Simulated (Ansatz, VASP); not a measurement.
Given: the input of a run of VASP 6.6.1 on Hf2Pd2Se2Br2O3.

POSCAR

```
Hf2Pd2Se2Br2O3
1.0
    5.7607000000      0.0000000000      0.0000000000
   -0.5224700000      5.8472000000      0.0000000000
   -1.4884500000     -0.8866300000      6.6503700000
Hf Pd Se Br O
2 2 2 2 3
Direct
    0.7454000000      0.3960200000      0.3498900000
    0.2876300000      0.4532200000      0.5940100000
    0.9085400000      0.1329400000      0.8484900000
    0.2524900000      0.9032300000      0.3587400000
    0.6346900000      0.4035500000      0.9371600000
    0.6259700000      0.7817400000      0.5302300000
    0.8527300000      0.9908900000      0.1535500000
    0.2252600000      0.8208400000      0.8622300000
    0.9604000000      0.2892500000      0.5902600000
    0.4323300000      0.2452400000      0.4086400000
    0.0745700000      0.5830800000      0.3668200000
```

The input INCAR.step1:

```
SYSTEM = Hf2Pd2Se2Br2O3
PREC     = Accurate       ! precision mode
ENCUT    = 520            ! plane-wave cutoff, eV
EDIFF    = 1E-5           ! SCF threshold, eV
ISMEAR   = -1             ! smearing method
SIGMA    = 0.05           ! smearing width, eV
LREAL    = .False.        ! projectors in reciprocal space
LASPH    = .True.         ! aspherical terms in the spheres
NELM     = 120            ! most SCF steps
ALGO     = Normal         ! electronic algorithm
ISIF     = 2              ! what is computed and relaxed
LWAVE    = .True.         ! write WAVECAR
LCHARG   = .False.        ! write CHGCAR
NBANDS   = 53             ! bands
GGA      = PE             ! functional
GGA_COMPAT= .False.      
KPAR     = 2            
NCORE    = 2
```

File INCAR.step2:

```
SYSTEM = Hf2Pd2Se2Br2O3
PREC     = Accurate       ! precision mode
ENCUT    = 520            ! plane-wave cutoff, eV
EDIFF    = 1E-6           ! SCF threshold, eV
ISMEAR   = -1             ! smearing method
SIGMA    = 0.05           ! smearing width, eV
LREAL    = .False.        ! projectors in reciprocal space
LASPH    = .True.         ! aspherical terms in the spheres
NELM     = 120            ! most SCF steps
ALGO     = Normal         ! electronic algorithm
ISIF     = 2              ! what is computed and relaxed
LWAVE    = .False.        ! write WAVECAR
LCHARG   = .False.        ! write CHGCAR
GGA      = PE             ! functional
LHFCALC  = .True.         ! exact exchange
HFSCREEN = 0.2079         ! screening, 1/A
PRECFOCK = Fast         
NBANDS   = 53             ! bands
ISTART   = 1            
GGA_COMPAT= .False.      
KPAR     = 2            
NCORE    = 2
```

KPOINTS

```
Automatic mesh
0
Gamma
  2 2 2
  0 0 0
```

Potentials or basis: VASP PAW PBE potentials, release 64 (Hf_pv, Pd, Se, Br, O).

Command:

```sh
$ cat potpaw_PBE.64/Hf_pv/POTCAR potpaw_PBE.64/Pd/POTCAR potpaw_PBE.64/Se/POTCAR potpaw_PBE.64/Br/POTCAR potpaw_PBE.64/O/POTCAR > POTCAR
$ cp INCAR.step1 INCAR
$ mpirun -np 4 vasp_std > vasp.out
$ cp INCAR.step2 INCAR
$ mpirun -np 4 vasp_std > vasp.out
```

Problem. Translate it to Ansatz 0.2.0. Potentials there: Ansatz PAW.

Solution. As run (the cutoff follows the program's own potentials):

Contents of input.yaml:

```yaml
crystal:
  lattice:
    - [5.7607, 0.0, 0.0]
    - [-0.52247, 5.8472, 0.0]
    - [-1.48845, -0.88663, 6.65037]
  atoms:
    - { symbol: Hf, position: [0.7454, 0.39602, 0.34989] }
    - { symbol: Hf, position: [0.28763, 0.45322, 0.59401] }
    - { symbol: Pd, position: [0.90854, 0.13294, 0.84849] }
    - { symbol: Pd, position: [0.25249, 0.90323, 0.35874] }
    - { symbol: Se, position: [0.63469, 0.40355, 0.93716] }
    - { symbol: Se, position: [0.62597, 0.78174, 0.53023] }
    - { symbol: Br, position: [0.85273, 0.99089, 0.15355] }
    - { symbol: Br, position: [0.22526, 0.82084, 0.86223] }
    - { symbol: O, position: [0.9604, 0.28925, 0.59026] }
    - { symbol: O, position: [0.43233, 0.24524, 0.40864] }
    - { symbol: O, position: [0.07457, 0.58308, 0.36682] }
hamiltonian:
  xc: hse06
  pseudopotentials: { kind: paw }
kpoints:
  mp_grid: { grid: [2, 2, 2] }
scf:
  occupations: { method: fermi_dirac, width: 0.05 }
output:
  forces: true
  stress: true
  eigenvalues: true
```

Potentials or basis: Ansatz PAW.

Launch:

```sh
$ ansatz run input.yaml --threads 8 --pin off --max-ram 20480MiB --backend cpu --events-out ev --progress --plain --runs-dir out
```

Both were run:

|  | VASP | Ansatz | Ansatz less VASP |
| --- | --- | --- | --- |
| gap on the k mesh at the Fermi level (eV) | 1.25 | 1.26 | +0.013 |
| least direct gap on the mesh (eV) | 1.25 | 1.26 | +0.013 |
| pressure (GPa) | -3.3 | -2.3 | +0.99 |
| traceless stress, the component that is largest in VASP (GPa) | -0.73 | -0.43 | +0.296 |
| rms of the force components (eV/Å) | 0.222 | 0.160 | -0.0611 |

Atom by atom the forces differ by 0.097 eV/Å (rms over components). VASP's potentials hold 84 valence electrons a cell and Ansatz's 152, so a difference there can come from the potentials and not from the codes.

The k mesh is coarse, so the values compare programs but aren't converged. Neither program's run includes spin-orbit coupling.
